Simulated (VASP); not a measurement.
## Cd2HgS3: relaxation of cell and atoms with PBE

The system is Cd2HgS3.

```
Cd Hg S
1.0
     4.09677    0.00000    0.00000
    -2.04839    3.54791    0.00000
     0.00000    0.00000   10.03501
Cd Hg S
2 1 3
Direct
  0.00000 0.00000 0.00000
  0.66667 0.33333 0.33333
  0.33333 0.66667 0.66667
  0.00000 0.00000 0.75000
  0.33333 0.66667 0.41667
  0.66667 0.33333 0.08333
```

```
Program                : VASP 6.6.1
Task                   : relaxation of cell and atoms
Functional             : PBE
Potentials or basis    : VASP PAW PBE potentials, release 64 (Cd, Hg, S)
Cutoff                 : 600 eV
k mesh                 : 6 × 6 × 2
Occupations            : gaussian, width 0.1 eV
Spin                   : no spin polarisation
Dipole correction      : no
Further INCAR settings : ALGO = Normal; EDIFF = 1e-06; IBRION = 2; EDIFFG = -0.04; NSW = 90; ISIF = 3
```

```json
{
  "Relaxed volume": "26.41 Å³/atom",
  "Relaxed cell": "a = 4.214 Å, b = 4.214 Å, c = 10.305 Å, α = 90.00°, β = 90.00°, γ = 120.00°",
  "Space group after relaxing (to 0.05 Å)": "P3m1 (No. 156)",
  "Energy gained by relaxing": "33.5 meV/atom",
  "Ionic steps": "7",
  "Pressure after relaxing": "0.0 GPa",
  "Largest force after relaxing": "0.029 eV/Å",
  "Band gap on the k mesh": "0.35 eV, direct"
}
```

Forces in eV/Å, atoms in the order of the input:
```
Cd   0.000  0.000  0.029
Cd   0.000  0.000 -0.014
Hg   0.000  0.000 -0.013
S    0.000  0.000 -0.009
S    0.000  0.000  0.002
S    0.000  0.000  0.005
```

The path:
```
step  energy change (eV)  largest force (eV/Å)  pressure (GPa)  volume (Å³)
   1              0.0000                0.1897            5.37       145.86
   2             -0.1738                0.0753           -1.54       163.74
   3             -0.1989                0.0993            0.00       158.61
   4             -0.1988                0.0979           -0.09       158.87
   5             -0.1996                0.0674           -0.08       158.85
   6             -0.2005                0.0642           -0.06       158.80
   7             -0.2008                0.0286            0.05       158.46
```

Final structure:
```
CELL_PARAMETERS angstrom
4.21381 0.00000 0.00000
-2.10691 3.64927 0.00000
0.00000 0.00000 10.30500
ATOMIC_POSITIONS crystal
Cd 0.00000 0.00000 0.00121
Cd 0.66667 0.33333 0.33325
Hg 0.33333 0.66667 0.66607
S 0.00000 0.00000 0.75202
S 0.33333 0.66667 0.41430
S 0.66667 0.33333 0.08314
```

Levels at points of the mesh, in eV from the valence-band top:
```tsv
k point	band 24	band 25	band 26	band 27	band 28	band 29	band 30	band 31
(0.00, 0.00, 0.00)	-0.60	-0.07	0.00	0.00	0.35	2.17	2.59	6.24
(0.50, 0.00, 0.00)	-1.63	-1.43	-1.20	-1.00	2.83	3.51	3.55	3.96
(0.00, 0.00, 0.50)	-0.43	-0.43	-0.08	-0.08	1.33	1.92	2.52	5.87
(0.50, 0.00, 0.50)	-1.71	-1.59	-0.80	-0.79	2.27	3.73	3.83	4.43
```

Wall time 6.1 min on 1 thread of Intel(R) Xeon(R) Platinum 8259CL CPU @ 2.50GHz (Skylake/Cascade Lake), with other jobs on the host, peak memory 0.37 GiB.

Caveat: spin-orbit coupling is left out, which moves the levels of the heavy elements.
